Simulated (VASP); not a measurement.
Here is a VASP 6.6.1 calculation.

Contents of INCAR:

```
  PREC = Accurate
  ENCUT = 520
  EDIFF = 1E-7
  ISMEAR = 0
  SIGMA = 0.1
  LREAL = F
  LASPH = T
  NELM = 60
  ALGO = Normal
  ISIF = 2
  LWAVE = F
  LCHARG = T
  GGA = PS
  LELF = T
  LVHAR = T
  NBANDS = 25
```

File KPOINTS:

```
Automatic mesh
0
Gamma
  8 8 6
  0.5 0.5 0.5
```

POSCAR

```
CuO
1.0
    1.9909680000     -2.1535500000      0.0000000000
    1.9909680000      2.1535500000      0.0000000000
    0.0000000000      0.0000000000      5.1559280000
Cu O
2 2
Direct
    0.0000000000      0.5000000000      0.0000000000
    0.5000000000      0.0000000000      0.5000000000
    0.5000000000      0.5000000000      0.2500000000
    0.5000000000      0.5000000000      0.7500000000
```

Potentials or basis: VASP PAW PBE potentials, release 64 (Cu, O).

Run with:

```console
$ cat potpaw_PBE.64/Cu/POTCAR potpaw_PBE.64/O/POTCAR > POTCAR
$ mpirun -np 1 vasp_std > vasp.out
```

What does it give for the pressure?

-5.4 GPa.

Predict the band gap on the k mesh.

zero (band 17 reaches 5.25 eV, above the bottom of band 18 at 4.44 eV).

Stress tensor (GPa, compression positive):
```
-3.94  0.00  0.00
 0.00 -5.39  0.00
 0.00  0.00 -6.76
```

Caveat: the PAW data sets were made with another functional, which shifts forces and pressure a little; semilocal functionals often make such compounds metallic where correlation or magnetic order opens a gap, which also shifts bond lengths. With open d or f shells a metallic result of PBEsol can be an artefact of self-interaction; +U or a hybrid may open a gap.
